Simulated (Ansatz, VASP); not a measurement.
Zn in VASP and in Ansatz

```
CELL_PARAMETERS angstrom
-1.56904 1.56904 1.56904
1.56904 -1.56904 1.56904
1.56904 1.56904 -1.56904
ATOMIC_POSITIONS crystal
Zn 0.00000 0.00000 0.00000
```

Alike in both runs: functional revPBE; k mesh 12 × 12 × 12; occupations fermi-dirac, width 0.05 eV; no spin polarisation.

```csv
,VASP,Ansatz
version,VASP 6.6.1,Ansatz 0.2.0
potentials or method,"VASP PAW PBE potentials, release 64 (Zn)",Ansatz PAW
plane-wave cutoff (eV),520,420
valence electrons in the cell,12,12
task,single point,band structure
```

```csv
,VASP,Ansatz,Ansatz less VASP
gap on the k mesh at the Fermi level (eV),none,none,-
pressure (GPa),1.9,1.7,-0.19
```

VASP's potentials were made for PBE, not for revPBE. A gap of «none» marks a metal or a gap that the smearing closes.
